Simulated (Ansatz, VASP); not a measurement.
## One calculation of Al2O3, two programs

```
CELL_PARAMETERS angstrom
2.58971 1.49517 3.76924
-2.58971 1.49517 3.76924
0.00000 -2.99034 3.76924
ATOMIC_POSITIONS crystal
Al 0.85213 0.85213 0.85213
Al 0.64787 0.64787 0.64787
Al 0.14787 0.14787 0.14787
Al 0.35213 0.35213 0.35213
O 0.05616 0.44384 0.75000
O 0.75000 0.05616 0.44384
O 0.44384 0.75000 0.05616
O 0.94384 0.55616 0.25000
O 0.25000 0.94384 0.55616
O 0.55616 0.25000 0.94384
```

Alike in both runs: task single point; functional PBE; k mesh 6 × 6 × 6; occupations gaussian, width 0.05 eV; no spin polarisation.

|  | VASP | Ansatz |
| --- | --- | --- |
| version | VASP 6.6.1 | Ansatz 0.2.0 |
| potentials or method | VASP PAW PBE potentials, release 64 (Al, O), cutoff 520 eV | scalar-relativistic, plane waves, PAW |
| valence electrons in the cell | 48 | 48 |

Ansatz gave:

```
gap on the k mesh at the Fermi level (eV)                     : 3.56
least direct gap on the mesh (eV)                             : 3.56
pressure (GPa)                                                : 0.7
traceless stress, the component that is largest in VASP (GPa) : 52.83
rms of the force components (eV/Å)                            : 0.925
```

**Question.** Which values does VASP return?

**Answer.** gap on the k mesh at the Fermi level (eV): 3.55; least direct gap on the mesh (eV): 3.55; pressure (GPa): 0.7; traceless stress, the component that is largest in VASP (GPa): 52.82; rms of the force components (eV/Å): 0.929.

Atom by atom the forces differ by 0.008 eV/Å (rms over components).
